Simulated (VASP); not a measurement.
# Ir2Ru (P-3m1) in VASP: a series of runs

The runs below take Ir2Ru through single point, relaxation of cell and atoms, with PBE.

Everything below comes from runs of VASP 6.6.1. Logs are shortened: lines on timing, memory, paths and dates and some standing lists are left out, and cuts for length are marked.

### 1 The cell of the first run

The structure is trigonal, space group P-3m1 (No. 164). The conventional cell has a = 2.685 Å, b = 2.685 Å, c = 13.393 Å, α = 90.00°, β = 90.00°, γ = 120.00°. Ru (site symmetry 3m) has 9 Ru at 2.68 to 2.72 Å and 3 Ir at 2.72 Å within 3.5 Å. Ir (site symmetry 3m) has 9 Ir at 2.68 to 2.72 Å and 3 Ru at 2.72 Å within 3.5 Å. Ir (site symmetry 3m) has 12 Ir at 2.68 to 2.72 Å within 3.5 Å.

### 2 Single point, PBE

Contents of INCAR:

```
SYSTEM = Ir2Ru
PREC = Accurate
ENCUT = 520
EDIFF = 1E-6
ISMEAR = 0
SIGMA = 0.1
LREAL = .FALSE.
LASPH = .TRUE.
NELM = 100
ALGO = Normal
ISIF = 2
LWAVE = .FALSE.
LCHARG = .FALSE.
GGA = PE
NBANDS = 41
```

Contents of KPOINTS:

```
regular mesh
0
G
  6 6 2
  0 0 0
```

Contents of POSCAR:

```
Ir2Ru
1.0
    2.6847687800      0.0000000000      0.0000000000
   -1.3423843900      2.3250779600      0.0000000000
    0.0000000000      0.0000000000     13.3933219900
Ru Ir
2 4
Direct
    0.6666666700      0.3333333300      0.9166666700
    0.3333333300      0.6666666700      0.0833333300
    0.6666666700      0.3333333300      0.2500000000
    0.6666666700      0.3333333300      0.5833333300
    0.3333333300      0.6666666700      0.7500000000
    0.3333333300      0.6666666700      0.4166666700
```

Potentials or basis: VASP PAW PBE potentials, release 64 (Ru_pv, Ir).

Launch:

```sh
$ cat potpaw_PBE.64/Ru_pv/POTCAR potpaw_PBE.64/Ir/POTCAR > POTCAR
$ mpirun -np 1 vasp_std > vasp.out
```

OUTCAR:

```text
SYSTEM = Ir2Ru
   PREC = Accurate
   ENCUT = 520
   EDIFF = 1E-6
   ISMEAR = 0
   LREAL = .FALSE.
   LASPH = .TRUE.
   NELM = 100
   ISIF = 2
   GGA = PE

 ion  position               nearest neighbor table
   1  0.667  0.333  0.917-   2 2.72   2 2.72   2 2.72   5 2.72   5 2.72   5 2.72
   2  0.333  0.667  0.083-   1 2.72   1 2.72   1 2.72   3 2.72   3 2.72   3 2.72
   3  0.667  0.333  0.250-   2 2.72   6 2.72   2 2.72   6 2.72   2 2.72   6 2.72
   4  0.667  0.333  0.583-   6 2.72   6 2.72   6 2.72   5 2.72   5 2.72   5 2.72
   5  0.333  0.667  0.750-   1 2.72   4 2.72   1 2.72   4 2.72   1 2.72   4 2.72
   6  0.333  0.667  0.417-   4 2.72   4 2.72   4 2.72   3 2.72   3 2.72   3 2.72

  LATTYP: Found a hexagonal cell.
 ALAT       =     2.6847687800
 C/A-ratio  =     4.9886314567

  Lattice vectors:

 A1 = (   2.6847687800,   0.0000000000,   0.0000000000)
 A2 = (  -1.3423843900,   2.3250779600,   0.0000000000)
 A3 = (   0.0000000000,   0.0000000000,  13.3933219900)

Analysis of symmetry for initial positions (statically):
=====================================================================
 Subroutine PRICEL returns:
 Original cell was already a primitive cell.

 Routine SETGRP: Setting up the symmetry group for a
 hexagonal supercell.

 Subroutine GETGRP returns: Found 12 space group operations
 (whereof 12 operations were pure point group operations)
 out of a pool of 24 trial point group operations.

The static configuration has the point symmetry D_3d.

Analysis of symmetry for dynamics (positions and initial velocities):
=====================================================================
 Subroutine PRICEL returns:
 Original cell was already a primitive cell.

 Routine SETGRP: Setting up the symmetry group for a
 hexagonal supercell.

 Subroutine GETGRP returns: Found 12 space group operations
 (whereof 12 operations were pure point group operations)
 out of a pool of 24 trial point group operations.

The dynamic configuration has the point symmetry D_3d.

 Subroutine INISYM returns: Found 12 space group operations
 (whereof 12 operations are pure point group operations),
 and found     1 'primitive' translations

----------------------------------------------------------------------------------------

                                     Primitive cell

  volume of cell :      83.6051

  direct lattice vectors                    reciprocal lattice vectors
     2.684768780  0.000000000  0.000000000     0.372471554  0.215046553  0.000000000
    -1.342384390  2.325077960  0.000000000     0.000000000  0.430093105  0.000000000
     0.000000000  0.000000000 13.393321990     0.000000000  0.000000000  0.074664075

  length of vectors
     2.684768780  2.684768774 13.393321990     0.430093104  0.430093105  0.074664075

  position of ions in fractional coordinates (direct lattice)
     0.666666670  0.333333330  0.916666670
     0.333333330  0.666666670  0.083333330
     0.666666670  0.333333330  0.250000000
     0.666666670  0.333333330  0.583333330
     0.333333330  0.666666670  0.750000000
     0.333333330  0.666666670  0.416666670

  ion indices of the primitive-cell ions
   primitive index   ion index
                 1           1
                 2           2
                 3           3
                 4           4
                 5           5
                 6           6

----------------------------------------------------------------------------------------

 KPOINTS: regular mesh

Automatic generation of k-mesh.
 Grid dimensions read from file:
 generate k-points for:    6    6    2

 Generating k-lattice:

  Cartesian coordinates                     Fractional coordinates (reciprocal lattice)
     0.062078592  0.035841092  0.000000000     0.166666667  0.000000000  0.000000000
     0.000000000  0.071682184  0.000000000     0.000000000  0.166666667  0.000000000
     0.000000000  0.000000000  0.037332038     0.000000000  0.000000000  0.500000000

  Length of vectors
     0.071682184  0.071682184  0.037332038

  Shift w.r.t. Gamma in fractional coordinates (k-lattice)
     0.000000000  0.000000000  0.000000000

 Subroutine IBZKPT returns following result:
 ===========================================

 Found     14 irreducible k-points:

 Following reciprocal coordinates:
            Coordinates               Weight
  0.000000  0.000000  0.000000      1.000000
  0.166667 -0.000000  0.000000      6.000000
  0.333333 -0.000000  0.000000      6.000000
  0.500000 -0.000000  0.000000      3.000000
  0.166667  0.166667  0.000000      6.000000
  0.333333  0.166667  0.000000     12.000000
  0.333333  0.333333  0.000000      2.000000
  0.000000  0.000000  0.500000      1.000000
  0.166667 -0.000000  0.500000      6.000000
  0.333333 -0.000000  0.500000      6.000000
  0.500000 -0.000000  0.500000      3.000000
  0.166667  0.166667  0.500000      6.000000
  0.333333  0.166667  0.500000     12.000000
  0.333333  0.333333  0.500000      2.000000
[... 29 lines left out ...]
   NELECT =      64.0000    total number of electrons
   NUPDOWN=      -1.0000    fix difference up-down
   EMIN   =  10.00;   EMAX   =-10.00  energy-range for DOS
   EFERMI =   0.00;   METHOD = LEGACY
   ISMEAR =     0;   SIGMA  =   0.10  broadening in eV -4-tet -1-fermi 0-gaus
   EFERMI_NEDOS =   21; number of points for ismear=-14 and -15
   IALGO  =     38    algorithm
   IMIX   =      4    mixing-type and parameters
     AMIX     =   0.40;   BMIX     =  1.00
     AMIX_MAG =   1.60;   BMIX_MAG =  1.00
  volume/ion in A,a.u.               =      13.93        94.03
  Fermi-wavevector in a.u.,A,eV,Ry     =   1.497582  2.830019 30.514487  2.242752
  Thomas-Fermi vector in A             =   2.609451
   LORBIT       =      0    0 simple, 1 ext, 2 COOP (PROOUT), +10 PAW based schemes
   GGA     = PE    functional components
   LHFCALC =     F    Hartree Fock is set to
   AEXX    =    0.0000 exact exchange contribution
   IVDW    =     0    specifies the selected vdW correction
   LEPSILON=     F    determine dielectric tensor
   LRPA    =     F    only Hartree local field effects (RPA)
 non-spin polarized calculation
 Gauss-broadening in eV      SIGMA  =   0.10
  energy-cutoff  :      520.00
  volume of cell :       83.61
 maximum number of plane-waves:      2304
 NGX is ok and might be reduce to    20
   NGX =  9   NGY =  9   NGZ = 49

 number of electron      64.0000002 magnetization

 Free energy of the ion-electron system (eV)
  ---------------------------------------------------
  ext. energy  EPLUGINS =         0.00000000
  ---------------------------------------------------
  free energy    TOTEN  =       -53.24077816 eV

  energy without entropy =      -53.20568061  energy(sigma->0) =      -53.22322938

 E-fermi :  11.2597     XC(G=0): -14.0391

 val. band max:       11.2490381904   @ k =   0.3333  -0.0000   0.0000
 cond. band min:      11.2623395761   @ k =   0.3333   0.3333   0.5000
 fundamental gap:      0.0133013857
 Fermi energy:        11.2596946214

 k-point     1 :       0.0000    0.0000    0.0000
  band No.  band energies     occupation
      1     -32.2223      2.00000
      2     -31.7571      2.00000
      3     -31.5571      2.00000
      4     -31.5571      2.00000
      5     -31.4976      2.00000
      6     -31.4976      2.00000
[... 33 lines left out ...]
     40      11.6532      0.00000
     41      12.0231      0.00000

 k-point     2 :       0.1667   -0.0000    0.0000
  band No.  band energies     occupation
      1     -32.1748      2.00000
      2     -31.8225      2.00000
      3     -31.7015      2.00000
      4     -31.6836      2.00000
      5     -31.6112      2.00000
      6     -31.5386      2.00000
[... 33 lines left out ...]
     40      12.7970      0.00000
     41      12.8273      0.00000

 k-point     3 :       0.3333   -0.0000    0.0000
  band No.  band energies     occupation
      1     -32.1955      2.00000
      2     -32.1635      2.00000
      3     -31.9547      2.00000
      4     -31.7403      2.00000
      5     -31.7153      2.00000
      6     -31.6225      2.00000
[... 435 lines left out ...]
      2     -32.2313      2.00000
      3     -31.9338      2.00000
      4     -31.8634      2.00000
      5     -31.7772      2.00000
      6     -31.7394      2.00000
[... 33 lines left out ...]
     40      15.3687      0.00000
     41      17.9829      0.00000

 k-point    14 :       0.3333    0.3333    0.5000
  band No.  band energies     occupation
      1     -32.1455      2.00000
      2     -32.1426      2.00000
      3     -32.1426      2.00000
      4     -32.0122      2.00000
      5     -31.7998      2.00000
      6     -31.7998      2.00000
[... 33 lines left out ...]
     40      17.5645      0.00000
     41      18.5185      0.00000

------------------------ aborting loop because EDIFF is reached ----------------------------------------

  FORCE on cell =-STRESS in cart. coord.  units (eV):
  Direction    XX          YY          ZZ          XY          YZ          ZX
  --------------------------------------------------------------------------------------
  -------------------------------------------------------------------------------------
  Total       10.1435640     10.1435640     -2.7034781      0.0000000     -0.0000000      0.0000000
  in kB      194.3875471    194.3875460    -51.8084637      0.0000000     -0.0000000      0.0000000
  external PRESSURE =     112.3222098 kB  Pullay stress =       0.0000000 kB

 VOLUME and BASIS-vectors are now :
 -----------------------------------------------------------------------------
  energy-cutoff  :      520.00
  volume of cell :       83.61
      direct lattice vectors                 reciprocal lattice vectors
     2.684768780  0.000000000  0.000000000     0.372471554  0.215046553  0.000000000
    -1.342384390  2.325077960  0.000000000     0.000000000  0.430093105  0.000000000
     0.000000000  0.000000000 13.393321990     0.000000000  0.000000000  0.074664075

 POSITION                                       TOTAL-FORCE (eV/Angst)
 -----------------------------------------------------------------------------------
      1.34238      0.77503     12.27721         0.000000      0.000000      0.502379
     -0.00000      1.55005      1.11611        -0.000000      0.000000     -0.502379
      1.34238      0.77503      3.34833        -0.000000      0.000000     -0.665073
      1.34238      0.77503      7.81277        -0.000000      0.000000     -0.054058
     -0.00000      1.55005     10.04499        -0.000000     -0.000000      0.665073
     -0.00000      1.55005      5.58055        -0.000000     -0.000000      0.054058
 -----------------------------------------------------------------------------------
    total drift:                                0.000000      0.000000      0.000000

  FREE ENERGIE OF THE ION-ELECTRON SYSTEM (eV)
  ---------------------------------------------------
  free  energy   TOTEN  =       -53.2407781570 eV

  energy  without entropy=      -53.2056806075  energy(sigma->0) =      -53.22322938
```

Wall time 81 s (1 thread of AMD EPYC 9R14 (Zen 4), shared host); peak memory 0.18 GiB.

What came out:

| Property | Result |
| --- | --- |
| Free energy | -53.2408 eV |
| Pressure | 11.2 GPa |
| Largest force | 0.665 eV/Å |
| Band gap on the k mesh | zero (bands 32 and 33 overlap by 2.89 eV) |

Forces on the atoms (eV/Å):
```
Ru   0.000  0.000  0.502
Ru   0.000  0.000 -0.502
Ir   0.000  0.000 -0.665
Ir   0.000  0.000 -0.054
Ir   0.000  0.000  0.665
Ir   0.000  0.000  0.054
```

Levels at points of the mesh, in eV from the Fermi level:
```csv
k point,band 30,band 31,band 32,band 33,band 34,band 35,band 36,band 37
"(0.00, 0.00, 0.00)",-1.83,-1.83,-0.87,-0.87,-0.67,-0.67,-0.38,0.33
"(0.50, 0.00, 0.00)",1.17,1.21,1.32,1.39,1.42,1.47,1.47,1.58
"(0.00, 0.00, 0.50)",-1.66,-1.60,-1.30,-1.30,-1.12,-0.13,-0.13,-0.05
"(0.50, 0.00, 0.50)",0.79,1.23,1.30,1.42,1.46,1.58,1.70,2.45
```

Caveat: the k points lie up to 0.45 Å⁻¹ apart, too coarse for converged energies and pressures of a metal; spin-orbit coupling is left out, which moves the levels of the heavy elements.

### 3 Single point, PBE

This run uses another cell than the first one, of 14.32 Å³/atom.

Contents of INCAR:

```
  ALGO = Fast
  EDIFF = 1E-7
  ENCUT = 520
  GGA = PE
  ISIF = 2
  ISMEAR = 0
  LASPH = True
  LCHARG = False
  LREAL = False
  LWAVE = False
  NBANDS = 41
  NELM = 100
  PREC = Accurate
  SIGMA = 0.1
```

Contents of KPOINTS:

```
k-points
0
Gamma
  6 6 2
```

Contents of POSCAR:

```
Ir2Ru
1.0
    2.7621974705      0.0000000000      0.0000000000
   -1.3810987352      2.3921331797      0.0000000000
    0.0000000000      0.0000000000     13.0068200681
Ru Ir
2 4
Direct
    0.6666666667      0.3333333333      0.9199745937
    0.3333333333      0.6666666667      0.0800254063
    0.6666666667      0.3333333333      0.2448927103
    0.6666666667      0.3333333333      0.5847905320
    0.3333333333      0.6666666667      0.7551072897
    0.3333333333      0.6666666667      0.4152094680
```

Potentials or basis: VASP PAW PBE potentials, release 64 (Ru_pv, Ir).

Launch:

```sh
$ cat potpaw_PBE.64/Ru_pv/POTCAR potpaw_PBE.64/Ir/POTCAR > POTCAR
$ mpirun -np 1 vasp_std > vasp.out
```

Run time: 3.2 min. Hardware: 1 thread of AMD EPYC 9R14 (Zen 4), shared host; peak memory 0.21 GiB.

The run converged. Its results:

```yaml
Free_energy: -53.6352 eV
Pressure: 0.3 GPa
Largest_force: 0.022 eV/Å
Band_gap_on_the_k_mesh: zero (bands 32 and 33 overlap by 2.51 eV)
```

Forces on the atoms (eV/Å):
```
Ru   0.000  0.000  0.010
Ru   0.000  0.000 -0.010
Ir   0.000  0.000 -0.022
Ir   0.000  0.000 -0.010
Ir   0.000  0.000  0.022
Ir   0.000  0.000  0.010
```

Stress tensor (GPa, compression positive):
```
0.28 0.00 0.00
0.00 0.28 0.00
0.00 0.00 0.45
```

Levels at points of the mesh, in eV from the Fermi level:
```
           k point  band 31  band 32  band 33  band 34  band 35  band 36
(0.00, 0.00, 0.00)    -2.15    -0.91    -0.91    -0.87    -0.87     0.33
(0.50, 0.00, 0.00)     0.99     1.03     1.17     1.20     1.35     1.39
(0.00, 0.00, 0.50)    -1.68    -1.68    -1.12    -0.45    -0.13    -0.13
(0.50, 0.00, 0.50)     0.98     1.06     1.13     1.19     1.23     1.37
```

Caveat: the k points lie up to 0.44 Å⁻¹ apart, too coarse for converged energies and pressures of a metal; spin-orbit coupling is left out, which moves the levels of the heavy elements.

### 4 Relaxation of cell and atoms, PBE

Contents of INCAR:

```
SYSTEM = Ir2Ru
  PREC = Accurate
  ENCUT = 600
  EDIFF = 1E-6
  ISMEAR = 0
  SIGMA = 0.1
  LREAL = .False.
  LASPH = .True.
  NELM = 60
  ALGO = Normal
  ISIF = 3
  LWAVE = .False.
  LCHARG = .False.
  GGA = PE
  IBRION = 2
  NSW = 90
  EDIFFG = -0.04
```

Contents of KPOINTS:

```
regular mesh
0
Gamma
  6 6 2
  0 0 0
```

Contents of POSCAR:

```
Ir2Ru
1.0
    2.6847687800      0.0000000000      0.0000000000
   -1.3423843900      2.3250779600      0.0000000000
    0.0000000000      0.0000000000     13.3933219900
Ru Ir
2 4
Direct
    0.6666666700      0.3333333300      0.9166666700
    0.3333333300      0.6666666700      0.0833333300
    0.6666666700      0.3333333300      0.2500000000
    0.6666666700      0.3333333300      0.5833333300
    0.3333333300      0.6666666700      0.7500000000
    0.3333333300      0.6666666700      0.4166666700
```

Launch:

```sh
$ cat potpaw_PBE.64/Ru_pv/POTCAR potpaw_PBE.64/Ir/POTCAR > POTCAR
$ mpirun -np 1 vasp_std > vasp.out
```

It took 14 min on 1 thread of AMD EPYC 9R14 (Zen 4), shared host; peak memory 0.23 GiB.

Results (log left out):

- Free energy: -53.6352 eV
- Relaxed volume: 14.34 Å³/atom
- Relaxed cell: a = 2.763 Å, b = 2.763 Å, c = 13.013 Å, α = 90.00°, β = 90.00°, γ = 120.00°
- Space group after relaxing (to 0.1 Å): P-3m1 (No. 164)
- Energy gained by relaxing: 65.5 meV/atom
- Ionic steps: 12
- Pressure after relaxing: 0.0 GPa
- Largest force after relaxing: 0.018 eV/Å

Forces in eV/Å, atoms in the order of the input:
```
Ru   0.000  0.000  0.018
Ru   0.000  0.000 -0.018
Ir   0.000  0.000  0.003
Ir   0.000  0.000 -0.006
Ir   0.000  0.000 -0.003
Ir   0.000  0.000  0.006
```

Stress tensor (GPa, compression positive):
```
0.01 0.00 0.00
0.00 0.01 0.00
0.00 0.00 0.10
```

The path:
```csv
step,energy change (eV),largest force (eV/Å),pressure (GPa),volume (Å³)
1,0.0000,0.6650,11.24,83.61
2,0.5940,0.2476,-25.94,95.68
3,-0.2739,0.5292,-6.11,87.75
4,-0.2752,0.5342,-5.69,87.55
5,-0.2422,0.3043,7.61,84.51
6,-0.3595,0.4558,-0.08,86.14
7,-0.3595,0.4533,0.07,86.10
8,-0.3822,0.2609,0.44,85.96
9,-0.3914,0.1098,0.98,85.79
10,-0.3860,0.0240,-2.88,86.80
11,-0.3926,0.0705,-0.22,86.10
12,-0.3931,0.0183,0.04,86.03
```

Final structure:
```cif
data_structure
_symmetry_space_group_name_H-M 'P 1'
_symmetry_Int_Tables_number 1
_cell_length_a 2.7629
_cell_length_b 2.7629
_cell_length_c 13.0131
_cell_angle_alpha 90.000
_cell_angle_beta 90.000
_cell_angle_gamma 120.000
_cell_volume 86.03
loop_
_atom_site_label
_atom_site_type_symbol
_atom_site_fract_x
_atom_site_fract_y
_atom_site_fract_z
_atom_site_occupancy
Ru1 Ru 0.66667 0.33333 0.91998 1
Ru2 Ru 0.33333 0.66667 0.08002 1
Ir1 Ir 0.66667 0.33333 0.24476 1
Ir2 Ir 0.66667 0.33333 0.58480 1
Ir3 Ir 0.33333 0.66667 0.75524 1
Ir4 Ir 0.33333 0.66667 0.41520 1
```

Levels at points of the mesh, in eV from the Fermi level:
| k point | band 30 | band 31 | band 32 | band 33 | band 34 | band 35 | band 36 | band 37 |
| --- | --- | --- | --- | --- | --- | --- | --- | --- |
| (0.00, 0.00, 0.00) | -2.14 | -2.14 | -0.91 | -0.91 | -0.87 | -0.87 | 0.33 | 0.44 |
| (0.50, 0.00, 0.00) | 0.82 | 0.99 | 1.03 | 1.17 | 1.20 | 1.35 | 1.39 | 1.43 |
| (0.00, 0.00, 0.50) | -1.74 | -1.68 | -1.68 | -1.12 | -0.45 | -0.13 | -0.13 | -0.06 |
| (0.50, 0.00, 0.50) | 0.70 | 0.98 | 1.06 | 1.13 | 1.19 | 1.23 | 1.37 | 2.37 |

Caveat: the k points lie up to 0.44 Å⁻¹ apart in the final cell; the highest band is partly filled, so the run has too few bands; spin-orbit coupling is left out, which moves the levels of the heavy elements.

### 5 Summary

```csv
task,cell,cutoff (eV),gap on the mesh (eV),pressure (GPa),largest force (eV/Å)
single point,"a = 2.685, b = 2.685, c = 13.393 Å, angles 90.0, 90.0, 120.0°, 6 atoms, atomic positions A",520,none,11.2,0.67
single point,"a = 2.762, b = 2.762, c = 13.007 Å, angles 90.0, 90.0, 120.0°, 6 atoms, atomic positions B",520,none,0.3,0.02
relaxation of cell and atoms,"relaxed from a = 2.685, b = 2.685, c = 13.393 Å, angles 90.0, 90.0, 120.0°, 6 atoms, atomic positions A",600,-,0.0,0.02
```

Alike in all rows: level PBE; potentials or basis VASP PAW PBE potentials, release 64 (Ru_pv, Ir); no spin polarisation; k mesh 6 × 6 × 2; smearing gaussian 0.1 eV.

Caveats: all runs use coarse meshes; spin-orbit coupling is left out, which moves the levels of the heavy elements; the highest band is partly filled, so the run has too few bands (at least some runs).

Absolute energies hang on the potentials; compare differences alone.
